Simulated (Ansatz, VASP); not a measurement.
# Pb: VASP beside Ansatz

Contents of INCAR:

```
SYSTEM = Pb
PREC = Accurate
ENCUT = 520
EDIFF = 1E-6
ISMEAR = -1
SIGMA = 0.1
LREAL = .False.
LASPH = .True.
NELM = 100
ALGO = Normal
ISIF = 2
LWAVE = .False.
LCHARG = .True.
GGA = PE
LELF = .True.
LVHAR = .True.
NBANDS = 13
```

Contents of KPOINTS:

```
regular mesh
0
Gamma
  18 18 18
  0 0 0
```

POSCAR

```
Pb
1.0
    0.0000000000      2.5830149050      2.5830149050
    2.5830149050      0.0000000000      2.5830149050
    2.5830149050      2.5830149050      0.0000000000
Pb
1
Direct
    0.0000000000      0.0000000000      0.0000000000
```

Input for Ansatz:

```yaml
crystal:
  lattice:
    - [0.0, 2.583014905, 2.583014905]
    - [2.583014905, 0.0, 2.583014905]
    - [2.583014905, 2.583014905, 0.0]
  atoms:
    - { symbol: Pb, position: [0.0, 0.0, 0.0] }
hamiltonian:
  xc: pbe
  pseudopotentials:
    kind: paw
    azcp:
      Pb: "pseudopotentials/Pb.paw.azcp"
basis:
  ecutwfc: 420
  fft_grid_basis: typed
kpoints:
  mp_grid: { grid: [18, 18, 18], shift: [0, 0, 0] }
magnetization:
  spin_polarized: false
scf:
  occupations: { method: fermi_dirac, width: 0.1 }
output:
  stress: true
```

Alike in both runs: task single point; functional PBE; k mesh 18 × 18 × 18; occupations fermi-dirac, width 0.1 eV; no spin polarisation.

```csv
,VASP,Ansatz
version,VASP 6.6.1,Ansatz 0.2.0
potentials or method,"VASP PAW PBE potentials, release 64 (Pb_d), cutoff 520 eV","plane waves (420 eV) with PAW, scalar-relativistic"
valence electrons in the cell,14,14
```

```csv
,VASP,Ansatz,Ansatz less VASP
pressure (GPa),-2.5,-2.4,+0.05
```

With one functional, cell and mesh, what is left measures potentials, basis and numerics.

Spin-orbit coupling is off throughout.
